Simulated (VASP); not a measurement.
Set up this calculation in VASP 6.6.1, as the native input.

* Task: single point
* Functional: PBE
* Dispersion: D3(BJ)
* Potentials or basis: VASP PAW PBE potentials, release 64 (W_sv, C, Al, Cl)
* Cutoff: 520 eV
* k mesh: 4 × 4 × 1
* Occupations: fermi-dirac, width 0.15 eV
* Spin: no spin polarisation
* Dipole correction: no
* Further INCAR settings: LREAL = Auto; ALGO = Normal; EDIFF = 1e-06; NBANDS = 100

The structure of AlW8C8Cl3 lies in POSCAR:

```
AlW8C8Cl3
1.0
    5.7986000000      0.0000000000      0.0000000000
   -2.8993000000      5.0217350000      0.0000000000
    0.0000000000      0.0000000000     15.2471000000
W C Al Cl
8 8 1 3
Direct
    0.0000000000      0.0000000000      0.0655861770
   -0.0041408082     -0.0031045047      0.2506717343
   -0.0000000498      0.4999999004      0.0655861770
    0.0012678293      0.5008428362      0.2530245752
    0.5000000000      0.0000000000      0.0655861770
    0.5016572980      0.0019939324      0.2513122495
    0.4999999502      0.4999999004      0.0655861770
    0.5026994055      0.5003334505      0.2503121905
    0.3323920647      0.1655812184      0.1527698382
    0.3320291981      0.1703668155      0.3328948456
    0.3345122257      0.6675640989      0.1536520387
    0.3535246702      0.6733477573      0.3367985387
    0.8326510677      0.1681849002      0.1516369670
    0.8332243984      0.1640323514      0.3255861770
    0.8333470145      0.6643110399      0.1521583777
    0.8247027497      0.6662209376      0.3316691043
    0.0260962424      0.6579731905      0.4308711165
   -0.1466434431      0.4827359468      0.5529136032
    0.4420669371      0.7055649093      0.4544841314
    0.2680077225      1.1249137997      0.4481757842
```

These files were run (other wordings do the same):

INCAR

```
SYSTEM = AlW8C8Cl3
ALGO = Normal ; EDIFF = 1E-6
ENCUT = 520 ; GGA = PE
ISIF = 2 ; ISMEAR = -1
IVDW = 12 ; LASPH = .TRUE.
LCHARG = .TRUE. ; LELF = .TRUE.
LREAL = Auto ; LVHAR = .TRUE.
LWAVE = .FALSE. ; NBANDS = 100
NELM = 60 ; PREC = Accurate
SIGMA = 0.15
```

KPOINTS

```
k-points
0
G
  4 4 1
  0 0 0
```

Potentials or basis: VASP PAW PBE potentials, release 64 (W_sv, C, Al, Cl).

The run is started by

```bash
$ cat potpaw_PBE.64/W_sv/POTCAR potpaw_PBE.64/C/POTCAR potpaw_PBE.64/Al/POTCAR potpaw_PBE.64/Cl/POTCAR > POTCAR
$ mpirun -np 1 vasp_std > vasp.out
```

It gave:

```
Largest force              : 0.170 eV/Å
Band gap on the k mesh     : zero (bands 84 and 85 overlap by 0.94 eV)
Dispersion energy per atom : -0.299 eV
```

Caveat: there is no dipole correction, which matters where the two faces differ; spin-orbit coupling is left out, which moves the levels of the heavy elements.

Wall time 13 min on 1 thread of Intel(R) Xeon(R) 6975P-C (Granite Rapids) (shared host), peak memory 0.74 GiB.
